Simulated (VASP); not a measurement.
# LiTa4O (P-6m2) in VASP: notebook

The runs below take LiTa4O through single point, with PBE.

Program: VASP 6.6.1. These are calculated values, not measurements. Logs are shortened: lines on timing, memory, paths and dates and some standing lists are left out, and cuts for length are marked.

### 1 The cell of the first run

Symmetry: P-6m2, No. 187, hexagonal system. Conventional cell: a = 2.858 Å, b = 2.858 Å, c = 11.328 Å, α = 90.00°, β = 90.00°, γ = 120.00°. Li (site symmetry -6m2) has 6 Ta at 2.19 Å and 6 Li at 2.86 Å within 2.9 Å. Ta (site symmetry 3m) has 3 Li at 2.19 Å and 7 Ta at 2.86 to 2.89 Å within 2.9 Å. Within 2.9 Å of Ta (site symmetry 3m) lie 3 O at 2.16 Å and 7 Ta at 2.78 to 2.86 Å. Within 2.9 Å of O (site symmetry -6m2) lie 6 Ta at 2.16 Å and 6 O at 2.86 Å.

The cell was generated, and may not be a known phase.

### 2 Single point, PBE

File INCAR:

```
SYSTEM = LiTa4O
PREC = Accurate
ENCUT = 520
EDIFF = 1E-7
ISMEAR = 0
SIGMA = 0.1
LREAL = .FALSE.
LASPH = .TRUE.
NELM = 100
ALGO = Normal
ISIF = 2
LWAVE = .FALSE.
LCHARG = .FALSE.
GGA = PE
NBANDS = 36
```

File KPOINTS:

```
Automatic mesh
0
G
  6 6 2
  0 0 0
```

File POSCAR:

```
LiTa4O
1.0
    2.8583504100      0.0000000000      0.0000000000
   -1.4291752000      2.4754040600      0.0000000000
    0.0000000000      0.0000000000     11.3282198900
Li Ta O
1 4 1
Direct
    0.0000000000      0.0000000000      0.5000000000
    0.6666666700      0.3333333300      0.6276410200
    0.0000000000      0.0000000000      0.8771510100
    0.0000000000      0.0000000000      0.1228489900
    0.6666666700      0.3333333300      0.3723589800
    0.6666666700      0.3333333300      0.0000000000
```

Potentials or basis: VASP PAW PBE potentials, release 64 (Li_sv, Ta_pv, O).

Started as:

```
> cat potpaw_PBE.64/Li_sv/POTCAR potpaw_PBE.64/Ta_pv/POTCAR potpaw_PBE.64/O/POTCAR > POTCAR
> mpirun -np 1 vasp_std > vasp.out
```

OUTCAR:

```text
SYSTEM = LiTa4O
   PREC = Accurate
   ENCUT = 520
   EDIFF = 1E-7
   ISMEAR = 0
   LREAL = .FALSE.
   LASPH = .TRUE.
   NELM = 100
   ISIF = 2
   GGA = PE

 ion  position               nearest neighbor table
   1  0.000  0.000  0.500-   2 2.19   5 2.19   2 2.19   5 2.19   2 2.19   5 2.19
   2  0.667  0.333  0.628-   1 2.19   1 2.19   1 2.19   5 2.89   3 3.27   3 3.27   3 3.27
   3  0.000  0.000  0.877-   6 2.16   6 2.16   6 2.16   4 2.78   2 3.27   2 3.27   2 3.27
   4  0.000  0.000  0.123-   6 2.16   6 2.16   6 2.16   3 2.78   5 3.27   5 3.27   5 3.27
   5  0.667  0.333  0.372-   1 2.19   1 2.19   1 2.19   2 2.89   4 3.27   4 3.27   4 3.27
   6  0.667  0.333  0.000-   3 2.16   4 2.16   3 2.16   4 2.16   3 2.16   4 2.16

  LATTYP: Found a hexagonal cell.
 ALAT       =     2.8583504100
 C/A-ratio  =     3.9632019400

  Lattice vectors:

 A1 = (   2.8583504100,   0.0000000000,   0.0000000000)
 A2 = (  -1.4291752000,   2.4754040600,   0.0000000000)
 A3 = (   0.0000000000,   0.0000000000,  11.3282198900)

Analysis of symmetry for initial positions (statically):
=====================================================================
 Subroutine PRICEL returns:
 Original cell was already a primitive cell.

 Routine SETGRP: Setting up the symmetry group for a
 hexagonal supercell.

 Subroutine GETGRP returns: Found 12 space group operations
 (whereof 12 operations were pure point group operations)
 out of a pool of 24 trial point group operations.

The static configuration has the point symmetry D_3h.

Analysis of symmetry for dynamics (positions and initial velocities):
=====================================================================
 Subroutine PRICEL returns:
 Original cell was already a primitive cell.

 Routine SETGRP: Setting up the symmetry group for a
 hexagonal supercell.

 Subroutine GETGRP returns: Found 12 space group operations
 (whereof 12 operations were pure point group operations)
 out of a pool of 24 trial point group operations.

The dynamic configuration has the point symmetry D_3h.

 Subroutine INISYM returns: Found 12 space group operations
 (whereof 12 operations are pure point group operations),
 and found     1 'primitive' translations

----------------------------------------------------------------------------------------

                                     Primitive cell

  volume of cell :      80.1536

  direct lattice vectors                    reciprocal lattice vectors
     2.858350410  0.000000000  0.000000000     0.349852137  0.201987226  0.000000000
    -1.429175200  2.475404060  0.000000000     0.000000000  0.403974453  0.000000000
     0.000000000  0.000000000 11.328219890     0.000000000  0.000000000  0.088275123

  length of vectors
     2.858350410  2.858350401 11.328219890     0.403974451  0.403974453  0.088275123

  position of ions in fractional coordinates (direct lattice)
     0.000000000  0.000000000  0.500000000
     0.666666670  0.333333330  0.627641020
     0.000000000  0.000000000  0.877151010
     0.000000000  0.000000000  0.122848990
     0.666666670  0.333333330  0.372358980
     0.666666670  0.333333330  0.000000000

  ion indices of the primitive-cell ions
   primitive index   ion index
                 1           1
                 2           2
                 3           3
                 4           4
                 5           5
                 6           6

----------------------------------------------------------------------------------------

 KPOINTS: Automatic mesh

Automatic generation of k-mesh.
 Grid dimensions read from file:
 generate k-points for:    6    6    2

 Generating k-lattice:

  Cartesian coordinates                     Fractional coordinates (reciprocal lattice)
     0.058308690  0.033664538  0.000000000     0.166666667  0.000000000  0.000000000
     0.000000000  0.067329075  0.000000000     0.000000000  0.166666667  0.000000000
     0.000000000  0.000000000  0.044137561     0.000000000  0.000000000  0.500000000

  Length of vectors
     0.067329075  0.067329075  0.044137561

  Shift w.r.t. Gamma in fractional coordinates (k-lattice)
     0.000000000  0.000000000  0.000000000

 Subroutine IBZKPT returns following result:
 ===========================================

 Found     14 irreducible k-points:

 Following reciprocal coordinates:
            Coordinates               Weight
  0.000000  0.000000  0.000000      1.000000
  0.166667 -0.000000  0.000000      6.000000
  0.333333 -0.000000  0.000000      6.000000
  0.500000 -0.000000  0.000000      3.000000
  0.166667  0.166667  0.000000      6.000000
  0.333333  0.166667  0.000000     12.000000
  0.333333  0.333333  0.000000      2.000000
  0.000000  0.000000  0.500000      1.000000
  0.166667 -0.000000  0.500000      6.000000
  0.333333 -0.000000  0.500000      6.000000
  0.500000 -0.000000  0.500000      3.000000
  0.166667  0.166667  0.500000      6.000000
  0.333333  0.166667  0.500000     12.000000
  0.333333  0.333333  0.500000      2.000000
   k-points           NKPTS =     14   k-points in BZ     NKDIM =     14   number of bands    NBANDS=     36
   number of dos      NEDOS =    301   number of ions     NIONS =      6
   total plane-waves  NPLWV =  48384
   dimension x,y,z NGX =    24 NGY =   24 NGZ =   84
   dimension x,y,z NGXF=    48 NGYF=   48 NGZF=  168
   ions per type =               1   4   1
   NGX,Y,Z   is equivalent  to a cutoff of  13.96, 13.96, 12.33 a.u.
   NGXF,Y,Z  is equivalent  to a cutoff of  27.92, 27.92, 24.65 a.u.
 SYSTEM =  LiTa4O
   PREC   = accura    normal or accurate (medium, high low for compatibility)
   ISTART =      0    job   : 0-new  1-cont  2-samecut
   ICHARG =      2    charge: 1-file 2-atom 10-const
   ISPIN  =      1    spin polarized calculation?
   LNONCOLLINEAR =      F non collinear calculations
   LSORBIT =      F    spin-orbit coupling
   LASPH  =      T    aspherical Exc in radial PAW
   ENCUT  =  520.0 eV  38.22 Ry    6.18 a.u.   5.31  5.31 21.06*2*pi/ulx,y,z
   NELM   =    100;   NELMIN=  2; NELMDL= -5     # of ELM steps
   EDIFF  = 0.1E-06   stopping-criterion for ELM
   LREAL  =      F    real-space projection
   EDIFFG = 0.1E-05   stopping-criterion for IOM
   NSW    =      0    number of steps for IOM
   IBRION =     -1    ionic relax: 0-MD 1-quasi-New 2-CG
   NFREE  =      0    steps in history (QN), initial steepest desc. (CG)
   ISIF   =      2    stress and relaxation
   ISYM   =      2    0-nonsym 1-usesym 2-fastsym
   POTIM  = 0.5000    time-step for ionic-motion
   TEBEG  =    0.0;   TEEND  =   0.0 temperature during run
   PSTRESS=    0.0 pullay stress
   NELECT =      53.0000    total number of electrons
   NUPDOWN=      -1.0000    fix difference up-down
   EMIN   =  10.00;   EMAX   =-10.00  energy-range for DOS
   EFERMI =   0.00;   METHOD = LEGACY
   ISMEAR =     0;   SIGMA  =   0.10  broadening in eV -4-tet -1-fermi 0-gaus
   EFERMI_NEDOS =   21; number of points for ismear=-14 and -15
   IALGO  =     38    algorithm
   IMIX   =      4    mixing-type and parameters
     AMIX     =   0.40;   BMIX     =  1.00
     AMIX_MAG =   1.60;   BMIX_MAG =  1.00
  volume/ion in A,a.u.               =      13.36        90.15
  Fermi-wavevector in a.u.,A,eV,Ry     =   1.426239  2.695201 27.676404  2.034158
  Thomas-Fermi vector in A             =   2.546538
   LORBIT       =      0    0 simple, 1 ext, 2 COOP (PROOUT), +10 PAW based schemes
   GGA     = PE    functional components
   LHFCALC =     F    Hartree Fock is set to
   AEXX    =    0.0000 exact exchange contribution
   IVDW    =     0    specifies the selected vdW correction
   LEPSILON=     F    determine dielectric tensor
   LRPA    =     F    only Hartree local field effects (RPA)
 non-spin polarized calculation
 Gauss-broadening in eV      SIGMA  =   0.10
  energy-cutoff  :      520.00
  volume of cell :       80.15
 maximum number of plane-waves:      2178
 NGX is ok and might be reduce to    24
   NGX = 11   NGY = 11   NGZ = 43

 number of electron      52.9999990 magnetization

 Free energy of the ion-electron system (eV)
  ---------------------------------------------------
  ext. energy  EPLUGINS =         0.00000000
  ---------------------------------------------------
  free energy    TOTEN  =       -50.33863644 eV

  energy without entropy =      -50.29518211  energy(sigma->0) =      -50.31690927

 E-fermi :   6.7920     XC(G=0): -12.6931

 val. band max:        6.7881400679   @ k =   0.3333  -0.0000   0.5000
 cond. band min:       6.7930217453   @ k =   0.3333   0.3333   0.5000
 fundamental gap:      0.0048816774
 Fermi energy:         6.7920095506

 k-point     1 :       0.0000    0.0000    0.0000
  band No.  band energies     occupation
      1     -39.2974      2.00000
      2     -28.7036      2.00000
      3     -27.9159      2.00000
      4     -27.4017      2.00000
      5     -27.4017      2.00000
      6     -27.3370      2.00000
[... 28 lines left out ...]
     35       9.8478      0.00000
     36      10.8518      0.00000

 k-point     2 :       0.1667   -0.0000    0.0000
  band No.  band energies     occupation
      1     -39.2880      2.00000
      2     -28.6243      2.00000
      3     -27.8681      2.00000
      4     -27.7495      2.00000
      5     -27.6553      2.00000
      6     -27.4760      2.00000
[... 28 lines left out ...]
     35       9.5873      0.00000
     36       9.8159      0.00000

 k-point     3 :       0.3333   -0.0000    0.0000
  band No.  band energies     occupation
      1     -39.2694      2.00000
      2     -28.5179      2.00000
      3     -28.3289      2.00000
      4     -28.2536      2.00000
      5     -27.7705      2.00000
      6     -27.6215      2.00000
[... 28 lines left out ...]
     35      10.6811      0.00000
     36      11.2002      0.00000
[... 352 lines left out ...]
 k-point    13 :       0.3333    0.1667    0.5000
  band No.  band energies     occupation
      1     -39.2600      2.00000
      2     -28.5737      2.00000
      3     -28.3878      2.00000
      4     -28.3264      2.00000
      5     -27.8758      2.00000
      6     -27.7783      2.00000
[... 28 lines left out ...]
     35      11.0155      0.00000
     36      12.0063      0.00000

 k-point    14 :       0.3333    0.3333    0.5000
  band No.  band energies     occupation
      1     -39.2552      2.00000
      2     -28.3947      2.00000
      3     -28.2915      2.00000
      4     -28.2545      2.00000
      5     -28.2093      2.00000
      6     -28.1488      2.00000
[... 28 lines left out ...]
     35      11.3007      0.00000
     36      11.8458      0.00000

------------------------ aborting loop because EDIFF is reached ----------------------------------------

  FORCE on cell =-STRESS in cart. coord.  units (eV):
  Direction    XX          YY          ZZ          XY          YZ          ZX
  --------------------------------------------------------------------------------------
  -------------------------------------------------------------------------------------
  Total       15.0809663     15.0809662     19.9683632      0.0000000      0.0000000      0.0000000
  in kB      301.4508512    301.4508493    399.1441903      0.0000006      0.0000000      0.0000000
  external PRESSURE =     334.0152969 kB  Pullay stress =       0.0000000 kB

 VOLUME and BASIS-vectors are now :
 -----------------------------------------------------------------------------
  energy-cutoff  :      520.00
  volume of cell :       80.15
      direct lattice vectors                 reciprocal lattice vectors
     2.858350410  0.000000000  0.000000000     0.349852137  0.201987226  0.000000000
    -1.429175200  2.475404060  0.000000000     0.000000000  0.403974453  0.000000000
     0.000000000  0.000000000 11.328219890     0.000000000  0.000000000  0.088275123

 POSITION                                       TOTAL-FORCE (eV/Angst)
 -----------------------------------------------------------------------------------
      0.00000      0.00000      5.66411        -0.000000      0.000000      0.000000
      1.42918      0.82513      7.11006        -0.000000      0.000000      7.464621
      0.00000      0.00000      9.93656        -0.000000      0.000000     -4.418512
      0.00000      0.00000      1.39166        -0.000000      0.000000      4.418512
      1.42918      0.82513      4.21816        -0.000000      0.000000     -7.464621
      1.42918      0.82513      0.00000         0.000000     -0.000000      0.000000
 -----------------------------------------------------------------------------------
    total drift:                               -0.000023      0.000013      0.000000

  FREE ENERGIE OF THE ION-ELECTRON SYSTEM (eV)
  ---------------------------------------------------
  free  energy   TOTEN  =       -50.3386364395 eV

  energy  without entropy=      -50.2951821093  energy(sigma->0) =      -50.31690927
```

Wall time 99 s (1 thread of Intel Xeon 8259CL, shared host); peak memory 0.22 GiB.

What came out:

* Free energy: -50.3386 eV
* Largest force: 7.465 eV/Å
* Band gap on the k mesh: zero (an odd number of electrons rules out a gap without spin polarisation)

Forces on the atoms (eV/Å):
```
Li   0.000  0.000  0.000
Ta   0.000  0.000  7.465
Ta   0.000  0.000 -4.419
Ta   0.000  0.000  4.419
Ta   0.000  0.000 -7.465
O    0.000  0.000  0.000
```

Levels at points of the mesh, in eV from the Fermi level:
```
           k point  band 23  band 24  band 25  band 26  band 27  band 28  band 29  band 30
(0.00, 0.00, 0.00)    -1.81    -0.47     0.15     0.15     0.25     0.25     0.74     0.74
(0.50, 0.00, 0.00)    -1.91    -1.85    -0.15    -0.09     0.50     0.87     2.43     2.47
(0.00, 0.00, 0.50)    -1.79    -0.36     0.10     0.10     0.31     0.31     0.75     0.75
(0.50, 0.00, 0.50)    -2.22    -1.56    -0.53     0.53     0.83     0.87     1.40     3.01
```

Caveat: the k points lie up to 0.42 Å⁻¹ apart, too coarse for converged energies and pressures of a metal; the cutoff is under 1.25 times the usual one of these potentials, so pressure, stress and relaxed cells hold a basis-set (Pulay) error; spin-orbit coupling is left out, which moves the levels of the heavy elements; forces of over 1 eV/Å act on the atoms, so gaps and moduli don't describe the material at rest.

### 3 Single point, PBE

This run uses another cell than the first one, of 16.13 Å³/atom.

File INCAR:

```
PREC = Accurate
ENCUT = 520
EDIFF = 1E-7
ISMEAR = 0
SIGMA = 0.1
LREAL = F
LASPH = T
NELM = 60
ALGO = Normal
ISIF = 2
LWAVE = F
LCHARG = F
GGA = PE
NBANDS = 36
```

File KPOINTS:

```
regular mesh
0
Gamma
  6 6 2
```

File POSCAR:

```
LiTa4O
1.0
    2.8885653428     -0.0000000029      0.0000000000
   -1.4442826689      2.5015709688      0.0000000000
    0.0000000000      0.0000000000     13.3925565708
Li Ta O
1 4 1
Direct
    0.0000000000      0.0000000000      0.5000000000
    0.6666666667      0.3333333333      0.6946637406
    0.0000000000      0.0000000000      0.8837344055
    0.0000000000      0.0000000000      0.1162655945
    0.6666666667      0.3333333333      0.3053362594
    0.6666666667      0.3333333333      0.0000000000
```

Potentials or basis: VASP PAW PBE potentials, release 64 (Li_sv, Ta_pv, O).

Started as:

```
> cat potpaw_PBE.64/Li_sv/POTCAR potpaw_PBE.64/Ta_pv/POTCAR potpaw_PBE.64/O/POTCAR > POTCAR
> mpirun -np 1 vasp_std > vasp.out
```

It took 2.3 min on 1 thread of Intel Xeon 8259CL, shared host; peak memory 0.24 GiB.

Results (log left out):

| Property | Result |
| --- | --- |
| Free energy | -56.1226 eV |
| Largest force | 0.041 eV/Å |
| Band gap on the k mesh | zero (an odd number of electrons rules out a gap without spin polarisation) |

Forces on the atoms (eV/Å):
```
Li   0.000  0.000  0.000
Ta   0.000  0.000  0.002
Ta   0.000  0.000 -0.041
Ta   0.000  0.000  0.041
Ta   0.000  0.000 -0.002
O    0.000  0.000  0.000
```

Levels at points of the mesh, in eV from the Fermi level:
```
           k point  band 22  band 23  band 24  band 25  band 26  band 27  band 28  band 29  band 30  band 31
(0.00, 0.00, 0.00)    -2.51    -1.49    -0.81    -0.46     0.15     0.15     0.71     0.71     0.95     0.95
(0.50, 0.00, 0.00)    -2.95    -2.65    -0.93    -0.32     0.51     0.82     1.16     1.57     2.04     2.80
(0.00, 0.00, 0.50)    -2.47    -1.50    -0.84    -0.49     0.15     0.15     0.71     0.71     0.95     0.95
(0.50, 0.00, 0.50)    -2.90    -2.70    -0.72    -0.60     0.69     0.77     1.02     1.56     2.07     2.88
```

Caveat: the k points lie up to 0.42 Å⁻¹ apart, too coarse for converged energies and pressures of a metal; the cutoff is under 1.25 times the usual one of these potentials, so pressure, stress and relaxed cells hold a basis-set (Pulay) error; spin-orbit coupling is left out, which moves the levels of the heavy elements.

The gap in the log of VASP goes by the Fermi energy; the results here count the filled bands.